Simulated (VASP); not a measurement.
# CoSi2 (Fm-3m) in VASP: further runs

CoSi2 is run at these levels: PBEsol, LDA; tasks: single point.

Program: VASP 6.6.1. These are calculated values, not measurements. Logs are shortened: lines on timing, memory, paths and dates and some standing lists are left out, and cuts for length are marked.

### Step 1. The cell of the first run

The structure is cubic, space group Fm-3m (No. 225). Conventional cell: a = 5.356 Å, b = 5.356 Å, c = 5.356 Å, α = 90.00°, β = 90.00°, γ = 90.00°. Co (site symmetry m-3m) has 8 Si at 2.32 Å within 3.1 Å. Si (site symmetry -43m) has 4 Co at 2.32 Å and 6 Si at 2.68 Å within 3.1 Å.

### Step 2. Single point, PBEsol, collinear spin, ferromagnetic start

INCAR

```
SYSTEM = CoSi2
ALGO     = Normal         ! electronic algorithm
EDIFF    = 1E-6           ! SCF threshold, eV
ENCUT    = 520            ! plane-wave cutoff, eV
GGA      = PS             ! functional
ISIF     = 2              ! what is computed and relaxed
ISMEAR   = -1             ! smearing method
ISPIN    = 2              ! spin polarisation
LASPH    = .TRUE.         ! aspherical terms in the spheres
LCHARG   = .FALSE.        ! write CHGCAR
LMAXMIX  = 4              ! l up to which the mixer works
LORBIT   = 11             ! projections on sites
LREAL    = .FALSE.        ! projectors in reciprocal space
LWAVE    = .FALSE.        ! write WAVECAR
MAGMOM   = 3.5 0 0        ! initial moments
NBANDS   = 20             ! bands
NELM     = 150            ! most SCF steps
PREC     = Accurate       ! precision mode
SIGMA    = 0.05           ! smearing width, eV
```

KPOINTS

```
k-points
0
G
  9 9 9
  0 0 0
```

POSCAR

```
CoSi2
1.0
    0.0000000000      2.6780000000      2.6780000000
    2.6780000000      0.0000000000      2.6780000000
    2.6780000000      2.6780000000      0.0000000000
Co Si
1 2
Direct
    0.0000000000      0.0000000000      0.0000000000
    0.7500000000      0.7500000000      0.7500000000
    0.2500000000      0.2500000000      0.2500000000
```

Potentials or basis: VASP PAW PBE potentials, release 64 (Co, Si).

Command:

```console
$ cat potpaw_PBE.64/Co/POTCAR potpaw_PBE.64/Si/POTCAR > POTCAR
$ mpirun -np 1 vasp_std > vasp.out
```

OUTCAR:

```text
SYSTEM = CoSi2
   EDIFF = 1E-6
   ENCUT = 520
   GGA = PS
   ISIF = 2
   ISMEAR = -1
   ISPIN = 2
   LASPH = .TRUE.
   LORBIT = 11
   LREAL = .FALSE.
   NELM = 150
   PREC = Accurate

 ion  position               nearest neighbor table
   1  0.000  0.000  0.000-   2 2.32   3 2.32   2 2.32   2 2.32   3 2.32   2 2.32   3 2.32   3 2.32

   2  0.750  0.750  0.750-   1 2.32   1 2.32   1 2.32   1 2.32   3 2.68   3 2.68   3 2.68   3 2.68
                             3 2.68   3 2.68
   3  0.250  0.250  0.250-   1 2.32   1 2.32   1 2.32   1 2.32   2 2.68   2 2.68   2 2.68   2 2.68
                             2 2.68   2 2.68

  LATTYP: Found a face centered cubic cell.
 ALAT       =     5.3560000000

  Lattice vectors:

 A1 = (   0.0000000000,   2.6780000000,   2.6780000000)
 A2 = (   2.6780000000,   0.0000000000,   2.6780000000)
 A3 = (   2.6780000000,   2.6780000000,   0.0000000000)

Analysis of symmetry for initial positions (statically):
=====================================================================
 Subroutine PRICEL returns:
 Original cell was already a primitive cell.

 Routine SETGRP: Setting up the symmetry group for a
 face centered cubic supercell.

 Subroutine GETGRP returns: Found 48 space group operations
 (whereof 48 operations were pure point group operations)
 out of a pool of 48 trial point group operations.

The static configuration has the point symmetry O_h .

Analysis of symmetry for dynamics (positions and initial velocities):
=====================================================================
 Subroutine PRICEL returns:
 Original cell was already a primitive cell.

 Routine SETGRP: Setting up the symmetry group for a
 face centered cubic supercell.

 Subroutine GETGRP returns: Found 48 space group operations
 (whereof 48 operations were pure point group operations)
 out of a pool of 48 trial point group operations.

The dynamic configuration has the point symmetry O_h .

Analysis of structural, dynamic, and magnetic symmetry:
=====================================================================
 Subroutine PRICEL returns:
 Original cell was already a primitive cell.

 Routine SETGRP: Setting up the symmetry group for a
 face centered cubic supercell.

 Subroutine GETGRP returns: Found 48 space group operations
 (whereof 48 operations were pure point group operations)
 out of a pool of 48 trial point group operations.

The overall configuration has the point symmetry O_h .

 Subroutine INISYM returns: Found 48 space group operations
 (whereof 48 operations are pure point group operations),
 and found     1 'primitive' translations

----------------------------------------------------------------------------------------

                                     Primitive cell

  volume of cell :      38.4115

  direct lattice vectors                    reciprocal lattice vectors
     0.000000000  2.678000000  2.678000000    -0.186706497  0.186706497  0.186706497
     2.678000000  0.000000000  2.678000000     0.186706497 -0.186706497  0.186706497
     2.678000000  2.678000000  0.000000000     0.186706497  0.186706497 -0.186706497

  length of vectors
     3.787263920  3.787263920  3.787263920     0.323385140  0.323385140  0.323385140

  position of ions in fractional coordinates (direct lattice)
     0.000000000  0.000000000  0.000000000
     0.750000000  0.750000000  0.750000000
     0.250000000  0.250000000  0.250000000

  ion indices of the primitive-cell ions
   primitive index   ion index
                 1           1
                 2           2
                 3           3

----------------------------------------------------------------------------------------

 KPOINTS: k-points

Automatic generation of k-mesh.
 Grid dimensions read from file:
 generate k-points for:    9    9    9

 Generating k-lattice:

  Cartesian coordinates                     Fractional coordinates (reciprocal lattice)
    -0.020745166  0.020745166  0.020745166     0.111111111  0.000000000  0.000000000
     0.020745166 -0.020745166  0.020745166     0.000000000  0.111111111  0.000000000
     0.020745166  0.020745166 -0.020745166     0.000000000  0.000000000  0.111111111

  Length of vectors
     0.035931682  0.035931682  0.035931682

  Shift w.r.t. Gamma in fractional coordinates (k-lattice)
     0.000000000  0.000000000  0.000000000

 Subroutine IBZKPT returns following result:
 ===========================================

 Found     35 irreducible k-points:

 Following reciprocal coordinates:
            Coordinates               Weight
  0.000000  0.000000  0.000000      1.000000
  0.111111  0.000000  0.000000      8.000000
  0.222222  0.000000  0.000000      8.000000
  0.333333  0.000000  0.000000      8.000000
  0.444444  0.000000  0.000000      8.000000
  0.111111  0.111111  0.000000      6.000000
[... 16 lines left out ...]
 -0.333333  0.333333  0.000000     12.000000
  0.444444  0.444444  0.000000      6.000000
 [... further k-points ...]
[... 54 lines left out ...]

 Free energy of the ion-electron system (eV)
  ---------------------------------------------------
  ext. energy  EPLUGINS =         0.00000000
  ---------------------------------------------------
  free energy    TOTEN  =       -20.96936008 eV

  energy without entropy =      -20.95918790  energy(sigma->0) =      -20.96427399

 E-fermi :   9.9647     XC(G=0): -11.8556

 val. band max:        9.9412149013   @ k =  -0.2222   0.1111   0.0000
 cond. band min:       9.9903407457   @ k =   0.3333   0.1111   0.0000
 fundamental gap:      0.0491258444
 Fermi energy:         9.9647446655

 spin component 1

 k-point     1 :       0.0000    0.0000    0.0000
  band No.  band energies     occupation
      1      -3.1223      1.00000
      2       5.9174      1.00000
      3       5.9174      1.00000
      4       5.9174      1.00000
      5       8.0952      1.00000
      6       8.0952      1.00000
[... 12 lines left out ...]
     19      20.3382      0.00000
     20      24.8697      0.00000

 k-point     2 :       0.1111    0.0000    0.0000
  band No.  band energies     occupation
      1      -2.9348      1.00000
      2       5.4670      1.00000
      3       5.9831      1.00000
      4       5.9831      1.00000
      5       8.0412      1.00000
      6       8.0412      1.00000
[... 12 lines left out ...]
     19      21.1792      0.00000
     20      25.4496      0.00000
[... 465 lines left out ...]
      3       3.8339      1.00000
      4       6.4122      1.00000
      5       6.7377      1.00000
      6       7.5472      1.00000
[... 12 lines left out ...]
     19      25.9443      0.00000
     20      26.9739      0.00000

 k-point    24 :       0.4444    0.4444    0.0000
  band No.  band energies     occupation
      1       0.5420      1.00000
      2       3.2900      1.00000
      3       3.6272      1.00000
      4       6.3100      1.00000
      5       6.3100      1.00000
      6       8.1311      1.00000
[... 12 lines left out ...]
     19      25.0514      0.00000
     20      25.0514      0.00000

 [... further k-points ...]

 spin component 2

 k-point     1 :       0.0000    0.0000    0.0000
  band No.  band energies     occupation
      1      -3.1224      1.00000
      2       5.9172      1.00000
      3       5.9172      1.00000
      4       5.9172      1.00000
      5       8.0951      1.00000
      6       8.0951      1.00000
[... 12 lines left out ...]
     19      20.3382      0.00000
     20      24.8696      0.00000

 k-point     2 :       0.1111    0.0000    0.0000
  band No.  band energies     occupation
      1      -2.9349      1.00000
      2       5.4669      1.00000
      3       5.9830      1.00000
      4       5.9830      1.00000
      5       8.0411      1.00000
      6       8.0411      1.00000
[... 12 lines left out ...]
     19      21.1792      0.00000
     20      25.4495      0.00000
[... 465 lines left out ...]
      3       3.8338      1.00000
      4       6.4121      1.00000
      5       6.7376      1.00000
      6       7.5471      1.00000
[... 12 lines left out ...]
     19      25.9442      0.00000
     20      26.9745      0.00000

 k-point    24 :       0.4444    0.4444    0.0000
  band No.  band energies     occupation
      1       0.5419      1.00000
      2       3.2898      1.00000
      3       3.6271      1.00000
      4       6.3099      1.00000
      5       6.3099      1.00000
      6       8.1310      1.00000
[... 12 lines left out ...]
     19      25.0513      0.00000
     20      25.0513      0.00000

 [... further k-points ...]
[... 5 lines left out ...]
  --------------------------------------------------------------------------------------
  -------------------------------------------------------------------------------------
  Total       -1.0363361     -1.0363361     -1.0363361      0.0000000      0.0000000      0.0000000
  in kB      -43.2264417    -43.2264417    -43.2264417      0.0000000      0.0000000      0.0000000
  external PRESSURE =     -43.2264417 kB  Pullay stress =       0.0000000 kB

 VOLUME and BASIS-vectors are now :
 -----------------------------------------------------------------------------
  energy-cutoff  :      520.00
  volume of cell :       38.41
      direct lattice vectors                 reciprocal lattice vectors
     0.000000000  2.678000000  2.678000000    -0.186706497  0.186706497  0.186706497
     2.678000000  0.000000000  2.678000000     0.186706497 -0.186706497  0.186706497
     2.678000000  2.678000000  0.000000000     0.186706497  0.186706497 -0.186706497

 POSITION                                       TOTAL-FORCE (eV/Angst)
 -----------------------------------------------------------------------------------
      0.00000      0.00000      0.00000         0.000000      0.000000      0.000000
      4.01700      4.01700      4.01700        -0.000000     -0.000000     -0.000000
      1.33900      1.33900      1.33900         0.000000      0.000000      0.000000
 -----------------------------------------------------------------------------------
    total drift:                               -0.000000     -0.000000      0.000000

  FREE ENERGIE OF THE ION-ELECTRON SYSTEM (eV)
  ---------------------------------------------------
  free  energy   TOTEN  =       -20.9693600816 eV

  energy  without entropy=      -20.9591879013  energy(sigma->0) =      -20.96427399

 total charge

# of ion       s       p       d       tot
------------------------------------------
    1        0.542   0.721   7.603   8.866
    2        0.717   0.870   0.000   1.588
    3        0.717   0.870   0.000   1.588
--------------------------------------------------
tot          1.977   2.462   7.603  12.042

 magnetization (x)

# of ion       s       p       d       tot
------------------------------------------
    1       -0.000  -0.000  -0.000  -0.000
    2       -0.000  -0.000   0.000  -0.000
    3       -0.000  -0.000   0.000  -0.000
--------------------------------------------------
tot         -0.000  -0.000  -0.000  -0.000
```

Run time: 49 s. Hardware: 1 thread of Intel Xeon Platinum 8259CL at 2.50GHz (Skylake/Cascade Lake), shared host; peak memory 0.19 GiB.

What came out:

```yaml
Free_energy: -20.9694 eV
Pressure: -4.3 GPa
Net_moment: 0.00 μB per cell
Valence_electrons_inside_the_program's_atomic_spheres: Co 8.87; Si 1.59
```

Caveat: the starting moments collapsed, and a magnetic state may lie lower; the PAW data sets were made with another functional, which shifts forces and pressure a little.

### Step 3. Single point, LDA, collinear spin, ferromagnetic start

This run uses another cell than the first one, of 12.04 Å³/atom, 0.940 times its volume.

INCAR

```
SYSTEM = CoSi2
PREC = Accurate
ENCUT = 520
EDIFF = 1E-6
ISMEAR = -1
SIGMA = 0.05
LREAL = .FALSE.
LASPH = .TRUE.
NELM = 150
ALGO = Normal
ISIF = 2
LWAVE = .FALSE.
LCHARG = .FALSE.
ISPIN = 2
MAGMOM = 2 0 0
LORBIT = 11
LMAXMIX = 4
NBANDS = 20
```

KPOINTS

```
Automatic mesh
0
G
  9 9 9
  0 0 0
```

POSCAR

```
CoSi2
1.0
    0.0000000000      2.6233315991      2.6233315991
    2.6233315991      0.0000000000      2.6233315991
    2.6233315991      2.6233315991      0.0000000000
Co Si
1 2
Direct
    0.0000000000      0.0000000000      0.0000000000
    0.7500000000      0.7500000000      0.7500000000
    0.2500000000      0.2500000000      0.2500000000
```

Potentials or basis: VASP PAW LDA potentials, release 64 (Co, Si).

Command:

```console
$ cat potpaw_LDA.64/Co/POTCAR potpaw_LDA.64/Si/POTCAR > POTCAR
$ mpirun -np 1 vasp_std > vasp.out
```

Run time: 45 s. Hardware: 1 thread of AMD EPYC 9R45 (Zen 5), shared host; peak memory 0.14 GiB.

Results (log left out):

* Free energy: -21.9218 eV
* Pressure: 3.7 GPa
* Net moment: 0.00 μB per cell
* Valence electrons inside the program's atomic spheres: Co 9.06; Si 1.64

Levels at points of the mesh, in eV from the Fermi level:
Spin up:
```csv
k point,band 7,band 8,band 9,band 10,band 11,band 12
"(0.00, 0.00, 0.00)",1.34,3.52,3.52,3.52,3.71,3.71
```
Spin down:
```csv
k point,band 5,band 6,band 7,band 8,band 9,band 10,band 11,band 12,band 13,band 14
"(0.00, 0.00, 0.00)",-2.08,-2.08,1.34,3.52,3.52,3.52,3.71,3.71,3.71,5.94
```

Caveat: the starting moments collapsed, and a magnetic state may lie lower.

### Step 4. Single point, PBEsol, collinear spin, ferromagnetic start

This run uses another cell than the first one, of 12.04 Å³/atom, 0.940 times its volume.

INCAR

```
PREC = Accurate ; ENCUT = 520
EDIFF = 1E-6 ; ISMEAR = -1
SIGMA = 0.05 ; LREAL = False
LASPH = True ; NELM = 150
ALGO = Normal ; ISIF = 2
LWAVE = False ; LCHARG = False
ISPIN = 2 ; MAGMOM = 2 0 0
LORBIT = 11 ; LMAXMIX = 4
GGA = PS ; NBANDS = 20
```

KPOINTS

```
Automatic mesh
0
Gamma
  9 9 9
```

POSCAR is that of step 3.

Potentials or basis: VASP PAW PBE potentials, release 64 (Co, Si).

Command:

```console
$ cat potpaw_PBE.64/Co/POTCAR potpaw_PBE.64/Si/POTCAR > POTCAR
$ mpirun -np 1 vasp_std > vasp.out
```

Wall time 50 s (1 thread of AMD EPYC 9R45 (Zen 5), shared host); peak memory 0.16 GiB.

The run converged. Its results:

```
Free energy                                           : -20.9472 eV
Pressure                                              : 8.1 GPa
Net moment                                            : 0.00 μB per cell
Valence electrons inside the program's atomic spheres : Co 9.04; Si 1.63
```

Levels at points of the mesh, in eV from the Fermi level:
Spin up:
| k point | band 5 | band 6 | band 7 | band 8 | band 9 | band 10 | band 11 | band 12 | band 13 | band 14 |
| --- | --- | --- | --- | --- | --- | --- | --- | --- | --- | --- |
| (0.00, 0.00, 0.00) | -2.08 | -2.08 | 1.46 | 3.48 | 3.48 | 3.48 | 3.72 | 3.72 | 3.72 | 5.98 |
Spin down:
```
           k point  band 7  band 8  band 9  band 10  band 11  band 12
(0.00, 0.00, 0.00)    1.46    3.48    3.48     3.48     3.72     3.72
```

Caveat: the starting moments collapsed, and a magnetic state may lie lower; the PAW data sets were made with another functional, which shifts forces and pressure a little.

### Step 5. Single point, LDA, collinear spin, ferromagnetic start

This run uses another cell than the first one, of 12.29 Å³/atom, 0.960 times its volume.

INCAR

```
SYSTEM = CoSi2
PREC = Accurate ; ENCUT = 520
EDIFF = 1E-7 ; ISMEAR = -1
SIGMA = 0.05 ; LREAL = .False.
LASPH = .True. ; NELM = 150
ALGO = Normal ; ISIF = 2
LWAVE = .False. ; LCHARG = .True.
ISPIN = 2 ; MAGMOM = 2 0 0
LORBIT = 11 ; LMAXMIX = 4
LELF = .True. ; LVHAR = .True.
NBANDS = 20
```

KPOINTS

```
regular mesh
0
Gamma
  9 9 9
  0 0 0
```

POSCAR

```
CoSi2
1.0
    0.0000000000      2.6418063740      2.6418063740
    2.6418063740      0.0000000000      2.6418063740
    2.6418063740      2.6418063740      0.0000000000
Co Si
1 2
Direct
    0.0000000000      0.0000000000      0.0000000000
    0.7500000000      0.7500000000      0.7500000000
    0.2500000000      0.2500000000      0.2500000000
```

Potentials or basis: VASP PAW LDA potentials, release 64 (Co, Si).

Command:

```console
$ cat potpaw_LDA.64/Co/POTCAR potpaw_LDA.64/Si/POTCAR > POTCAR
$ mpirun -np 1 vasp_std > vasp.out
```

Wall time 46 s (1 thread of AMD EPYC 9R45 (Zen 5), shared host); peak memory 0.14 GiB.

Results (log left out):

```
Free energy                                           : -21.9286 eV
Pressure                                              : -0.8 GPa
Net moment                                            : 0.00 μB per cell
Valence electrons inside the program's atomic spheres : Co 8.99; Si 1.63
```

Levels at points of the mesh, in eV from the Fermi level:
Spin up:
```csv
k point,band 5,band 6,band 7,band 8,band 9,band 10,band 11,band 12,band 13,band 14
"(0.00, 0.00, 0.00)",-2.01,-2.01,1.12,3.52,3.52,3.52,3.62,3.62,3.62,5.84
```
Spin down:
```csv
k point,band 7,band 8,band 9,band 10,band 11,band 12
"(0.00, 0.00, 0.00)",1.12,3.52,3.52,3.52,3.62,3.62
```

Caveat: the starting moments collapsed, and a magnetic state may lie lower.

### Step 6. Single point, PBEsol, collinear spin, ferromagnetic start

This run uses another cell than the first one, of 12.29 Å³/atom, 0.960 times its volume.

INCAR

```
ALGO = Normal ; EDIFF = 1E-6
ENCUT = 520 ; GGA = PS
ISIF = 2 ; ISMEAR = -1
ISPIN = 2 ; LASPH = T
LCHARG = T ; LELF = T
LMAXMIX = 4 ; LORBIT = 11
LREAL = F ; LVHAR = T
LWAVE = F ; MAGMOM = 2 0 0
NBANDS = 20 ; NELM = 150
PREC = Accurate ; SIGMA = 0.05
```

KPOINTS

```
k-points
0
Gamma
  9 9 9
```

POSCAR is that of step 5.

Potentials or basis: VASP PAW PBE potentials, release 64 (Co, Si).

Command:

```console
$ cat potpaw_PBE.64/Co/POTCAR potpaw_PBE.64/Si/POTCAR > POTCAR
$ mpirun -np 1 vasp_std > vasp.out
```

It took 42 s on 1 thread of AMD EPYC 9R45 (Zen 5), shared host; peak memory 0.16 GiB.

The run converged. Its results:

* Free energy: -20.9748 eV
* Pressure: 3.5 GPa
* Net moment: 0.00 μB per cell
* Valence electrons inside the program's atomic spheres: Co 8.98; Si 1.61

Levels at points of the mesh, in eV from the Fermi level:
Spin up:
```tsv
k point	band 5	band 6	band 7	band 8	band 9	band 10	band 11	band 12	band 13	band 14
(0.00, 0.00, 0.00)	-2.00	-2.00	1.24	3.47	3.47	3.47	3.63	3.63	3.63	5.88
```
Spin down:
```csv
k point,band 6,band 7,band 8,band 9,band 10,band 11,band 12,band 13
"(0.00, 0.00, 0.00)",-2.00,1.24,3.47,3.47,3.47,3.63,3.63,3.63
```

Caveat: the starting moments collapsed, and a magnetic state may lie lower; the PAW data sets were made with another functional, which shifts forces and pressure a little.
